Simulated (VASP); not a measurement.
Wanted: the native input for a VASP 6.6.1 run.

```yaml
Task: single point
Functional: PBE
Potentials_or_basis: VASP PAW PBE potentials, release 64 (Al, P)
Cutoff: 500 eV
k_mesh: 4 × 4 × 4
Occupations: gaussian, width 0.01 eV
Spin: no spin polarisation
Dipole_correction: no
Further_INCAR_settings: ALGO = Normal; EDIFF = 1e-06; NBANDS = 11
```

The structure of AlP lies in POSCAR:

```
AlP
1.0
    0.0000000000      2.7364837130      2.7364837130
    2.7364837130      0.0000000000      2.7364837130
    2.7364837130      2.7364837130      0.0000000000
Al P
1 1
Direct
    0.0000000000      0.0000000000      0.0000000000
    0.7500000000      0.7500000000      0.7500000000
```

The input as run:

INCAR

```
PREC     = Accurate       # precision mode
ENCUT    = 500            # plane-wave cutoff, eV
EDIFF    = 1E-6           # SCF threshold, eV
ISMEAR   = 0              # smearing method
SIGMA    = 0.01           # smearing width, eV
LREAL    = False          # projectors in reciprocal space
LASPH    = True           # aspherical terms in the spheres
NELM     = 120            # most SCF steps
ALGO     = Normal         # electronic algorithm
ISIF     = 2              # what is computed and relaxed
LWAVE    = False          # write WAVECAR
LCHARG   = False          # write CHGCAR
GGA      = PE             # functional
NBANDS   = 11             # bands
GGA_COMPAT= False
```

KPOINTS

```
Automatic mesh
0
Gamma
  4 4 4
```

Potentials or basis: VASP PAW PBE potentials, release 64 (Al, P).

Launch:

```bash
$ cat potpaw_PBE.64/Al/POTCAR potpaw_PBE.64/P/POTCAR > POTCAR
$ mpirun -np 1 vasp_std > vasp.out
```

Results of the run:

```json
{
 "Pressure": "1.9 GPa",
 "Band gap on the k mesh": "1.57 eV, indirect (least direct gap 3.24 eV)"
}
```

Caveat: the k points lie up to 0.50 Å⁻¹ apart.

It took 8.3 s on 1 thread of Intel(R) Xeon(R) Platinum 8375C CPU @ 2.90GHz (Ice Lake), with other jobs on the host, peak memory 0.14 GiB.
